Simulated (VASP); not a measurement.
# Li (Fd-3m) in VASP: single point with PBE

Aim: the single point of Li with PBE.

Everything below comes from runs of VASP 6.6.1. Logs are shortened: lines on timing, memory, paths and dates and some standing lists are left out, and cuts for length are marked.

## (1) The cell of the first run

The structure is cubic, space group Fd-3m (No. 227). The conventional cell has a = 6.016 Å, b = 6.016 Å, c = 6.016 Å, α = 90.00°, β = 90.00°, γ = 90.00°. Li (site symmetry -43m) has 4 Li at 2.61 Å within 3.4 Å.

This isn't the form of Li at room conditions, which is bcc.

## (2) Single point, PBE

Contents of INCAR:

```
SYSTEM = Li
ALGO = Normal ; EDIFF = 1E-6
ENCUT = 520 ; GGA = PE
ISIF = 2 ; ISMEAR = -1
LASPH = .True. ; LCHARG = .False.
LREAL = .False. ; LWAVE = .False.
NBANDS = 10 ; NELM = 60
PREC = Accurate ; SIGMA = 0.06122561905347299
```

Contents of KPOINTS:

```
k-points
0
Gamma
  32 32 32
  0 0 0
```

Contents of POSCAR:

```
Li
1.0
    0.0000000000      3.0081866283      3.0081866283
    3.0081866283      0.0000000000      3.0081866283
    3.0081866283      3.0081866283      0.0000000000
Li
2
Direct
    0.0000000000      0.0000000000      0.0000000000
    0.2500000000      0.2500000000      0.2500000000
```

Potentials or basis: VASP PAW PBE potentials, release 64 (Li_sv).

Launch:

```console
$ cat potpaw_PBE.64/Li_sv/POTCAR > POTCAR
$ mpirun -np 1 vasp_std > vasp.out
```

OUTCAR:

```text
SYSTEM = Li
   EDIFF = 1E-6
   ENCUT = 520
   GGA = PE
   ISIF = 2
   ISMEAR = -1
   LASPH = .True.
   LREAL = .False.
   NELM = 60
   PREC = Accurate

 ion  position               nearest neighbor table
   1  0.000  0.000  0.000-
   2  0.250  0.250  0.250-

  LATTYP: Found a face centered cubic cell.
 ALAT       =     6.0163732566

  Lattice vectors:

 A1 = (   0.0000000000,   3.0081866283,   3.0081866283)
 A2 = (   3.0081866283,   0.0000000000,   3.0081866283)
 A3 = (   3.0081866283,   3.0081866283,   0.0000000000)

Analysis of symmetry for initial positions (statically):
=====================================================================
 Subroutine PRICEL returns:
 Original cell was already a primitive cell.

 Routine SETGRP: Setting up the symmetry group for a
 face centered cubic supercell.

 Subroutine GETGRP returns: Found 48 space group operations
 (whereof 24 operations were pure point group operations)
 out of a pool of 48 trial point group operations.

The static configuration has the point symmetry T_d .
 The point group associated with its full space group is O_h .

Analysis of symmetry for dynamics (positions and initial velocities):
=====================================================================
 Subroutine PRICEL returns:
 Original cell was already a primitive cell.

 Routine SETGRP: Setting up the symmetry group for a
 face centered cubic supercell.

 Subroutine GETGRP returns: Found 48 space group operations
 (whereof 24 operations were pure point group operations)
 out of a pool of 48 trial point group operations.

The dynamic configuration has the point symmetry T_d .
 The point group associated with its full space group is O_h .

 Subroutine INISYM returns: Found 48 space group operations
 (whereof 24 operations are pure point group operations),
 and found     1 'primitive' translations

----------------------------------------------------------------------------------------

                                     Primitive cell

  volume of cell :      54.4433

  direct lattice vectors                    reciprocal lattice vectors
     0.000000000  3.008186628  3.008186628    -0.166213092  0.166213092  0.166213092
     3.008186628  0.000000000  3.008186628     0.166213092 -0.166213092  0.166213092
     3.008186628  3.008186628  0.000000000     0.166213092  0.166213092 -0.166213092

  length of vectors
     4.254218328  4.254218328  4.254218328     0.287889520  0.287889520  0.287889520

  position of ions in fractional coordinates (direct lattice)
     0.000000000  0.000000000  0.000000000
     0.250000000  0.250000000  0.250000000

  ion indices of the primitive-cell ions
   primitive index   ion index
                 1           1
                 2           2

----------------------------------------------------------------------------------------

 KPOINTS: k-points

Automatic generation of k-mesh.
 Grid dimensions read from file:
 generate k-points for:   32   32   32

 Generating k-lattice:

  Cartesian coordinates                     Fractional coordinates (reciprocal lattice)
    -0.005194159  0.005194159  0.005194159     0.031250000  0.000000000  0.000000000
     0.005194159 -0.005194159  0.005194159     0.000000000  0.031250000  0.000000000
     0.005194159  0.005194159 -0.005194159     0.000000000  0.000000000  0.031250000

  Length of vectors
     0.008996547  0.008996547  0.008996547

  Shift w.r.t. Gamma in fractional coordinates (k-lattice)
     0.000000000  0.000000000  0.000000000

 Subroutine IBZKPT returns following result:
 ===========================================

 Found    897 irreducible k-points:

 Following reciprocal coordinates:
            Coordinates               Weight
  0.000000  0.000000  0.000000      1.000000
  0.031250  0.000000  0.000000      8.000000
  0.062500  0.000000  0.000000      8.000000
  0.093750  0.000000  0.000000      8.000000
  0.125000  0.000000  0.000000      8.000000
  0.156250  0.000000  0.000000      8.000000
[... 16 lines left out ...]
  0.187500  0.031250  0.000000     24.000000
  0.218750  0.031250  0.000000     24.000000
 [... further k-points ...]
   k-points           NKPTS =    897   k-points in BZ     NKDIM =    897   number of bands    NBANDS=     10
   number of dos      NEDOS =    301   number of ions     NIONS =      2
   total plane-waves  NPLWV =  32768
   dimension x,y,z NGX =    32 NGY =   32 NGZ =   32
   dimension x,y,z NGXF=    64 NGYF=   64 NGZF=   64
   ions per type =               2
   NGX,Y,Z   is equivalent  to a cutoff of  12.50, 12.50, 12.50 a.u.
   NGXF,Y,Z  is equivalent  to a cutoff of  25.01, 25.01, 25.01 a.u.
 SYSTEM =  Li
   PREC   = accura    normal or accurate (medium, high low for compatibility)
   ISTART =      0    job   : 0-new  1-cont  2-samecut
   ICHARG =      2    charge: 1-file 2-atom 10-const
   ISPIN  =      1    spin polarized calculation?
   LNONCOLLINEAR =      F non collinear calculations
   LSORBIT =      F    spin-orbit coupling
   LASPH  =      T    aspherical Exc in radial PAW
   ENCUT  =  520.0 eV  38.22 Ry    6.18 a.u.   7.91  7.91  7.91*2*pi/ulx,y,z
   NELM   =     60;   NELMIN=  2; NELMDL= -5     # of ELM steps
   EDIFF  = 0.1E-05   stopping-criterion for ELM
   LREAL  =      F    real-space projection
   EDIFFG = 0.1E-04   stopping-criterion for IOM
   NSW    =      0    number of steps for IOM
   IBRION =     -1    ionic relax: 0-MD 1-quasi-New 2-CG
   NFREE  =      0    steps in history (QN), initial steepest desc. (CG)
   ISIF   =      2    stress and relaxation
   ISYM   =      2    0-nonsym 1-usesym 2-fastsym
   POTIM  = 0.5000    time-step for ionic-motion
   TEBEG  =    0.0;   TEEND  =   0.0 temperature during run
   PSTRESS=    0.0 pullay stress
   NELECT =       6.0000    total number of electrons
   NUPDOWN=      -1.0000    fix difference up-down
   EMIN   =  10.00;   EMAX   =-10.00  energy-range for DOS
   EFERMI =   0.00;   METHOD = LEGACY
   ISMEAR =    -1;   SIGMA  =   0.06  broadening in eV -4-tet -1-fermi 0-gaus
   EFERMI_NEDOS =   21; number of points for ismear=-14 and -15
   IALGO  =     38    algorithm
   IMIX   =      4    mixing-type and parameters
     AMIX     =   0.40;   BMIX     =  1.00
     AMIX_MAG =   1.60;   BMIX_MAG =  1.00
  volume/ion in A,a.u.               =      27.22       183.70
  Fermi-wavevector in a.u.,A,eV,Ry     =   0.784893  1.483233  8.381965  0.616057
  Thomas-Fermi vector in A             =   1.889118
   LORBIT       =      0    0 simple, 1 ext, 2 COOP (PROOUT), +10 PAW based schemes
   GGA     = PE    functional components
   LHFCALC =     F    Hartree Fock is set to
   AEXX    =    0.0000 exact exchange contribution
   IVDW    =     0    specifies the selected vdW correction
   LEPSILON=     F    determine dielectric tensor
   LRPA    =     F    only Hartree local field effects (RPA)
 non-spin polarized calculation
  energy-cutoff  :      520.00
  volume of cell :       54.44
 maximum number of plane-waves:      1480
   NGX = 15   NGY = 15   NGZ = 15

 number of electron       6.0000008 magnetization

 Free energy of the ion-electron system (eV)
  ---------------------------------------------------
  ext. energy  EPLUGINS =         0.00000000
  ---------------------------------------------------
  free energy    TOTEN  =        -2.78274369 eV

  energy without entropy =       -2.77160423  energy(sigma->0) =       -2.77717396

 E-fermi :   0.0033     XC(G=0):  -6.3395

 val. band max:        0.0005415339   @ k =  -0.3750   0.2500   0.0938
 cond. band min:       0.0043172373   @ k =  -0.3750   0.3750   0.0625
 fundamental gap:      0.0037757033
 Fermi energy:         0.0032801146

 k-point     1 :       0.0000    0.0000    0.0000
  band No.  band energies     occupation
      1     -47.7681      2.00000
      2     -47.7053      2.00000
      3      -3.2274      2.00000
      4       5.3691      0.00000
      5       5.3692      0.00000
      6       5.3692      0.00000
      7       6.4670      0.00000
      8       6.4670      0.00000
      9       6.4670      0.00000
     10      10.9743      0.00000

 k-point     2 :       0.0312    0.0000    0.0000
  band No.  band energies     occupation
      1     -47.7679      2.00000
      2     -47.7054      2.00000
      3      -3.2178      2.00000
      4       5.2129      0.00000
      5       5.3277      0.00000
      6       5.3278      0.00000
      7       6.5180      0.00000
      8       6.5181      0.00000
      9       6.6046      0.00000
     10      10.8182      0.00000

 k-point     3 :       0.0625    0.0000    0.0000
  band No.  band energies     occupation
      1     -47.7676      2.00000
      2     -47.7058      2.00000
      3      -3.1890      2.00000
      4       4.8693      0.00000
      5       5.2230      0.00000
      6       5.2230      0.00000
      7       6.6499      0.00000
      8       6.6500      0.00000
      9       6.8926      0.00000
     10      10.5505      0.00000

 k-point     4 :       0.0938    0.0000    0.0000
  band No.  band energies     occupation
      1     -47.7670      2.00000
      2     -47.7063      2.00000
      3      -3.1411      2.00000
      4       4.4594      0.00000
      5       5.0878      0.00000
      6       5.0878      0.00000
      7       6.8240      0.00000
      8       6.8240      0.00000
      9       7.2104      0.00000
     10      10.2720      0.00000
[... 222 lines left out ...]
 k-point    22 :       0.1562    0.0312    0.0000
  band No.  band energies     occupation
      1     -47.7655      2.00000
      2     -47.7077      2.00000
      3      -3.0101      2.00000
      4       3.7295      0.00000
      5       4.6348      0.00000
      6       5.0025      0.00000
      7       6.9056      0.00000
      8       7.3630      0.00000
      9       7.7466      0.00000
     10       9.4575      0.00000

 k-point    23 :       0.1875    0.0312    0.0000
  band No.  band energies     occupation
      1     -47.7644      2.00000
      2     -47.7088      2.00000
      3      -2.9113      2.00000
      4       3.2879      0.00000
      5       4.5026      0.00000
      6       4.8689      0.00000
      7       7.0421      0.00000
      8       7.4971      0.00000
      9       8.0047      0.00000
     10       9.2867      0.00000

 k-point    24 :       0.2188    0.0312    0.0000
  band No.  band energies     occupation
      1     -47.7632      2.00000
      2     -47.7101      2.00000
      3      -2.7938      2.00000
      4       2.8487      0.00000
      5       4.3848      0.00000
      6       4.7397      0.00000
      7       7.1247      0.00000
      8       7.5672      0.00000
      9       8.2324      0.00000
     10       9.1792      0.00000

 [... further k-points ...]

------------------------ aborting loop because EDIFF is reached ----------------------------------------

  FORCE on cell =-STRESS in cart. coord.  units (eV):
  Direction    XX          YY          ZZ          XY          YZ          ZX
  --------------------------------------------------------------------------------------
  -------------------------------------------------------------------------------------
  Total       -0.1251191     -0.1251191     -0.1251191     -0.0000000      0.0000000      0.0000000
  in kB       -3.6820527     -3.6820527     -3.6820527     -0.0000000      0.0000000      0.0000000
  external PRESSURE =      -3.6820527 kB  Pullay stress =       0.0000000 kB

 VOLUME and BASIS-vectors are now :
 -----------------------------------------------------------------------------
  energy-cutoff  :      520.00
  volume of cell :       54.44
      direct lattice vectors                 reciprocal lattice vectors
     0.000000000  3.008186628  3.008186628    -0.166213092  0.166213092  0.166213092
     3.008186628  0.000000000  3.008186628     0.166213092 -0.166213092  0.166213092
     3.008186628  3.008186628  0.000000000     0.166213092  0.166213092 -0.166213092

 POSITION                                       TOTAL-FORCE (eV/Angst)
 -----------------------------------------------------------------------------------
      0.00000      0.00000      0.00000         0.000000      0.000000     -0.000000
      1.50409      1.50409      1.50409        -0.000000     -0.000000      0.000000
 -----------------------------------------------------------------------------------
    total drift:                                0.000000      0.000000      0.000000

  FREE ENERGIE OF THE ION-ELECTRON SYSTEM (eV)
  ---------------------------------------------------
  free  energy   TOTEN  =        -2.7827436876 eV

  energy  without entropy=       -2.7716042273  energy(sigma->0) =       -2.77717396
```

Run time: 1.7 min. Hardware: 1 thread of Intel Xeon 6975P-C (Granite Rapids), shared host; peak memory 0.44 GiB.

Results:

```
Free energy            : -2.7827 eV
Band gap on the k mesh : zero (bands 3 and 4 overlap by 1.00 eV)
```

Levels at points of the mesh, in eV from the Fermi level:
| k point | band 1 | band 2 | band 3 | band 4 | band 5 | band 6 | band 7 |
| --- | --- | --- | --- | --- | --- | --- | --- |
| (0.00, 0.00, 0.00) | -47.77 | -47.71 | -3.23 | 5.37 | 5.37 | 5.37 | 6.46 |
| (0.50, 0.00, 0.00) | -47.76 | -47.72 | -1.12 | -0.36 | 4.06 | 4.06 | 6.80 |
| (0.50, 0.50, 0.00) | -47.74 | -47.74 | 0.10 | 0.10 | 2.17 | 2.17 | 5.43 |

Caveat: the cutoff is under 1.25 times the usual one of these potentials, so pressure, stress and relaxed cells hold a basis-set (Pulay) error.
